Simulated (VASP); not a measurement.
# Mn3Si (Fm-3m) in VASP: single point with r2SCAN

Aim: the single point of Mn3Si with r2SCAN.

Program: VASP 6.6.1. These are calculated values, not measurements. Logs are shortened: lines on timing, memory, paths and dates and some standing lists are left out, and cuts for length are marked.

## 1. The cell of the first run

It takes space group Fm-3m (No. 225, cubic). Conventional cell: a = 5.722 Å, b = 5.722 Å, c = 5.722 Å, α = 90.00°, β = 90.00°, γ = 90.00°. Within 3.3 Å of Mn (site symmetry m-3m) lie 8 Mn at 2.48 Å and 6 Si at 2.86 Å. Within 3.3 Å of Mn (site symmetry -43m) lie 10 Mn at 2.48 to 2.86 Å and 4 Si at 2.48 Å. Within 3.3 Å of Si (site symmetry m-3m) lie 14 Mn at 2.48 to 2.86 Å.

## 2. Single point, r2SCAN, collinear spin, ferromagnetic start

POSCAR

```
Mn3Si
1.0
    0.0000000000      2.8610000000      2.8610000000
    2.8610000000      0.0000000000      2.8610000000
    2.8610000000      2.8610000000      0.0000000000
Mn Si
3 1
Direct
    0.5000000000      0.5000000000      0.5000000000
    0.2500000000      0.2500000000      0.2500000000
    0.7500000000      0.7500000000      0.7500000000
    0.0000000000      0.0000000000      0.0000000000
```

INCAR.step1

```
ALGO = Normal
EDIFF = 1E-4
ENCUT = 520
GGA = PE
ISMEAR = -1
ISPIN = 2
LASPH = True
LCHARG = False
LMAXMIX = 4
LREAL = False
LWAVE = True
MAGMOM = 0.45 0.45 0.45 0
NBANDS = 34
NELM = 150
PREC = Accurate
SIGMA = 0.1
```

INCAR.step2

```
ALGO = Normal
EDIFF = 1E-6
ENCUT = 520
ISIF = 2
ISMEAR = -1
ISPIN = 2
ISTART = 1
LASPH = True
LCHARG = False
LMAXMIX = 4
LMIXTAU = True
LORBIT = 11
LREAL = False
LWAVE = False
MAGMOM = 0.45 0.45 0.45 0
METAGGA = R2SCAN
NBANDS = 34
NELM = 150
PREC = Accurate
SIGMA = 0.1
```

KPOINTS

```
k-points
0
Gamma
  7 7 7
```

Potentials or basis: VASP PAW PBE potentials, release 64 (Mn_pv, Si).

Launch:

```
> cat potpaw_PBE.64/Mn_pv/POTCAR potpaw_PBE.64/Si/POTCAR > POTCAR
> cp INCAR.step1 INCAR
> mpirun -np 1 vasp_std > vasp.out
> cp INCAR.step2 INCAR
> mpirun -np 1 vasp_std > vasp.out
```

OUTCAR:

```text
EDIFF = 1E-6
   ENCUT = 520
   ISIF = 2
   ISMEAR = -1
   ISPIN = 2
   ISTART = 1
   LASPH = True
   LORBIT = 11
   LREAL = False
   METAGGA = R2SCAN
   NELM = 150
   PREC = Accurate

 ion  position               nearest neighbor table
   1  0.500  0.500  0.500-   2 2.48   2 2.48   2 2.48   3 2.48   3 2.48   3 2.48   3 2.48   2 2.48
                             4 2.86   4 2.86   4 2.86   4 2.86   4 2.86   4 2.86
   2  0.250  0.250  0.250-   4 2.48   4 2.48   4 2.48   1 2.48   1 2.48   1 2.48   4 2.48   1 2.48
                             3 2.86   3 2.86   3 2.86   3 2.86   3 2.86   3 2.86
   3  0.750  0.750  0.750-   1 2.48   1 2.48   1 2.48   4 2.48   4 2.48   4 2.48   4 2.48   1 2.48
                             2 2.86   2 2.86   2 2.86   2 2.86   2 2.86   2 2.86
   4  0.000  0.000  0.000-   3 2.48   3 2.48   3 2.48   2 2.48   2 2.48   2 2.48   3 2.48   2 2.48
                             1 2.86   1 2.86   1 2.86   1 2.86   1 2.86   1 2.86

  LATTYP: Found a face centered cubic cell.
 ALAT       =     5.7220000000

  Lattice vectors:

 A1 = (   0.0000000000,   2.8610000000,   2.8610000000)
 A2 = (   2.8610000000,   0.0000000000,   2.8610000000)
 A3 = (   2.8610000000,   2.8610000000,   0.0000000000)

Analysis of symmetry for initial positions (statically):
=====================================================================
 Subroutine PRICEL returns:
 Original cell was already a primitive cell.

 Routine SETGRP: Setting up the symmetry group for a
 face centered cubic supercell.

 Subroutine GETGRP returns: Found 48 space group operations
 (whereof 48 operations were pure point group operations)
 out of a pool of 48 trial point group operations.

The static configuration has the point symmetry O_h .

Analysis of symmetry for dynamics (positions and initial velocities):
=====================================================================
 Subroutine PRICEL returns:
 Original cell was already a primitive cell.

 Routine SETGRP: Setting up the symmetry group for a
 face centered cubic supercell.

 Subroutine GETGRP returns: Found 48 space group operations
 (whereof 48 operations were pure point group operations)
 out of a pool of 48 trial point group operations.

The dynamic configuration has the point symmetry O_h .

Analysis of structural, dynamic, and magnetic symmetry:
=====================================================================
 Subroutine PRICEL returns:
 Original cell was already a primitive cell.

 Routine SETGRP: Setting up the symmetry group for a
 face centered cubic supercell.

 Subroutine GETGRP returns: Found 48 space group operations
 (whereof 48 operations were pure point group operations)
 out of a pool of 48 trial point group operations.

The overall configuration has the point symmetry O_h .

 Subroutine INISYM returns: Found 48 space group operations
 (whereof 48 operations are pure point group operations),
 and found     1 'primitive' translations

----------------------------------------------------------------------------------------

                                     Primitive cell

  volume of cell :      46.8364

  direct lattice vectors                    reciprocal lattice vectors
     0.000000000  2.861000000  2.861000000    -0.174764069  0.174764069  0.174764069
     2.861000000  0.000000000  2.861000000     0.174764069 -0.174764069  0.174764069
     2.861000000  2.861000000  0.000000000     0.174764069  0.174764069 -0.174764069

  length of vectors
     4.046065002  4.046065002  4.046065002     0.302700246  0.302700246  0.302700246

  position of ions in fractional coordinates (direct lattice)
     0.500000000  0.500000000  0.500000000
     0.250000000  0.250000000  0.250000000
     0.750000000  0.750000000  0.750000000
     0.000000000  0.000000000  0.000000000

  ion indices of the primitive-cell ions
   primitive index   ion index
                 1           1
                 2           2
                 3           3
                 4           4

----------------------------------------------------------------------------------------

 KPOINTS: k-points

Automatic generation of k-mesh.
[... 22 lines left out ...]
            Coordinates               Weight
  0.000000  0.000000  0.000000      1.000000
  0.142857  0.000000  0.000000      8.000000
  0.285714  0.000000  0.000000      8.000000
  0.428571  0.000000  0.000000      8.000000
  0.142857  0.142857  0.000000      6.000000
  0.285714  0.142857  0.000000     24.000000
[... 12 lines left out ...]
 -0.428571  0.428571  0.142857     24.000000
 -0.285714  0.428571  0.142857     24.000000
   k-points           NKPTS =     20   k-points in BZ     NKDIM =     20   number of bands    NBANDS=     34
   number of dos      NEDOS =    301   number of ions     NIONS =      4
   total plane-waves  NPLWV =  27000
   dimension x,y,z NGX =    30 NGY =   30 NGZ =   30
   dimension x,y,z NGXF=    60 NGYF=   60 NGZF=   60
   ions per type =               3   1
   NGX,Y,Z   is equivalent  to a cutoff of  12.33, 12.33, 12.33 a.u.
   NGXF,Y,Z  is equivalent  to a cutoff of  24.65, 24.65, 24.65 a.u.
 SYSTEM =  unknown system
   PREC   = accura    normal or accurate (medium, high low for compatibility)
   ISTART =      1    job   : 0-new  1-cont  2-samecut
   ICHARG =      0    charge: 1-file 2-atom 10-const
   ISPIN  =      2    spin polarized calculation?
   LNONCOLLINEAR =      F non collinear calculations
   LSORBIT =      F    spin-orbit coupling
   LASPH  =      T    aspherical Exc in radial PAW
   ENCUT  =  520.0 eV  38.22 Ry    6.18 a.u.   7.52  7.52  7.52*2*pi/ulx,y,z
   NELM   =    150;   NELMIN=  2; NELMDL=  0     # of ELM steps
   EDIFF  = 0.1E-05   stopping-criterion for ELM
   LREAL  =      F    real-space projection
   EDIFFG = 0.1E-04   stopping-criterion for IOM
   NSW    =      0    number of steps for IOM
   IBRION =     -1    ionic relax: 0-MD 1-quasi-New 2-CG
   NFREE  =      0    steps in history (QN), initial steepest desc. (CG)
   ISIF   =      2    stress and relaxation
   ISYM   =      2    0-nonsym 1-usesym 2-fastsym
   POTIM  = 0.5000    time-step for ionic-motion
   TEBEG  =    0.0;   TEEND  =   0.0 temperature during run
   PSTRESS=    0.0 pullay stress
   NELECT =      43.0000    total number of electrons
   NUPDOWN=      -1.0000    fix difference up-down
   EMIN   =  10.00;   EMAX   =-10.00  energy-range for DOS
   EFERMI =   0.00;   METHOD = LEGACY
   ISMEAR =    -1;   SIGMA  =   0.10  broadening in eV -4-tet -1-fermi 0-gaus
   EFERMI_NEDOS =   21; number of points for ismear=-14 and -15
   IALGO  =     38    algorithm
   IMIX   =      4    mixing-type and parameters
     AMIX     =   0.40;   BMIX     =  1.00
     AMIX_MAG =   1.60;   BMIX_MAG =  1.00
  volume/ion in A,a.u.               =      11.71        79.02
  Fermi-wavevector in a.u.,A,eV,Ry     =   1.591121  3.006782 34.445395  2.531665
  Thomas-Fermi vector in A             =   2.689710
   LORBIT       =     11    0 simple, 1 ext, 2 COOP (PROOUT), +10 PAW based schemes
   METAGGA = R2SCAN    functional components
   LHFCALC =     F    Hartree Fock is set to
   AEXX    =    0.0000 exact exchange contribution
   IVDW    =     0    specifies the selected vdW correction
   LEPSILON=     F    determine dielectric tensor
   LRPA    =     F    only Hartree local field effects (RPA)
 spin polarized calculation
  energy-cutoff  :      520.00
  volume of cell :       46.84
 maximum number of plane-waves:      1275
 NGX is ok and might be reduce to    30
   NGX = 15   NGY = 15   NGZ = 15

 number of electron      43.0000045 magnetization       0.0004550

 number of electron      43.0000045 magnetization      -0.0007824

 Free energy of the ion-electron system (eV)
  ---------------------------------------------------
  ext. energy  EPLUGINS =         0.00000000
  ---------------------------------------------------
  free energy    TOTEN  =       -52.57156060 eV

  energy without entropy =      -52.38271667  energy(sigma->0) =      -52.47713863

 E-fermi :  10.2746     XC(G=0): -14.3087

 val. band max:       10.2745406819   @ k =   0.1429   0.0000   0.0000
 cond. band min:      10.2750460216   @ k =   0.1429   0.0000   0.0000
 fundamental gap:      0.0005053397
 Fermi energy:        10.2745888435

 spin component 1

 k-point     1 :       0.0000    0.0000    0.0000
  band No.  band energies     occupation
      1     -40.0094      1.00000
      2     -40.0094      1.00000
      3     -40.0092      1.00000
      4     -39.3771      1.00000
      5     -39.3771      1.00000
      6     -39.3769      1.00000
[... 709 lines left out ...]
     32      19.1624      0.00000
     33      21.9393      0.00000
 Fermi energy:        10.2745888435

 spin component 2

 k-point     1 :       0.0000    0.0000    0.0000
  band No.  band energies     occupation
      1     -40.0095      1.00000
      2     -40.0095      1.00000
      3     -40.0093      1.00000
      4     -39.3775      1.00000
      5     -39.3775      1.00000
      6     -39.3773      1.00000
[... 709 lines left out ...]
     32      19.1623      0.00000
     33      21.9391      0.00000
 [bands above 33 left out]

------------------------ aborting loop because EDIFF is reached ----------------------------------------

  FORCE on cell =-STRESS in cart. coord.  units (eV):
  Direction    XX          YY          ZZ          XY          YZ          ZX
  --------------------------------------------------------------------------------------
  -------------------------------------------------------------------------------------
  Total       -6.9581372     -6.9581372     -6.9581372      0.0000000      0.0000000      0.0000000
  in kB     -238.0235912   -238.0235912   -238.0235912      0.0000000      0.0000000      0.0000000
  external PRESSURE =    -238.0235912 kB  Pullay stress =       0.0000000 kB

 VOLUME and BASIS-vectors are now :
 -----------------------------------------------------------------------------
  energy-cutoff  :      520.00
  volume of cell :       46.84
      direct lattice vectors                 reciprocal lattice vectors
     0.000000000  2.861000000  2.861000000    -0.174764069  0.174764069  0.174764069
     2.861000000  0.000000000  2.861000000     0.174764069 -0.174764069  0.174764069
     2.861000000  2.861000000  0.000000000     0.174764069  0.174764069 -0.174764069

 POSITION                                       TOTAL-FORCE (eV/Angst)
 -----------------------------------------------------------------------------------
      2.86100      2.86100      2.86100         0.000000     -0.000000      0.000000
      1.43050      1.43050      1.43050         0.000000      0.000000      0.000000
      4.29150      4.29150      4.29150        -0.000000     -0.000000     -0.000000
      0.00000      0.00000      0.00000         0.000000     -0.000000      0.000000
 -----------------------------------------------------------------------------------
    total drift:                                0.000000     -0.000000      0.000000

  FREE ENERGIE OF THE ION-ELECTRON SYSTEM (eV)
  ---------------------------------------------------
  free  energy   TOTEN  =       -52.5715605987 eV

  energy  without entropy=      -52.3827166710  energy(sigma->0) =      -52.47713863

 total charge

# of ion       s       p       d       tot
------------------------------------------
    1        0.401   6.360   5.060  11.820
    2        0.358   6.354   5.203  11.915
    3        0.358   6.354   5.203  11.915
    4        0.697   0.883   0.000   1.580
--------------------------------------------------
tot          1.813  19.950  15.466  37.229

 magnetization (x)

# of ion       s       p       d       tot
------------------------------------------
    1        0.000   0.000  -0.000  -0.000
    2       -0.000  -0.000  -0.000  -0.000
    3       -0.000  -0.000  -0.000  -0.000
    4       -0.000   0.000   0.000   0.000
--------------------------------------------------
tot         -0.000   0.000  -0.001  -0.001
```

Run time: 8 min. Hardware: 1 thread of AMD EPYC 7R13, shared host; peak memory 0.19 GiB.

Results:

```yaml
Free_energy: -52.5716 eV
Pressure: -23.8 GPa
Net_moment: 0.00 μB per cell
Valence_electrons_inside_the_program's_atomic_spheres: Mn 11.82, 11.91; Si 1.58
```

Caveat: the PAW data sets were made with another functional, which shifts forces and pressure a little.
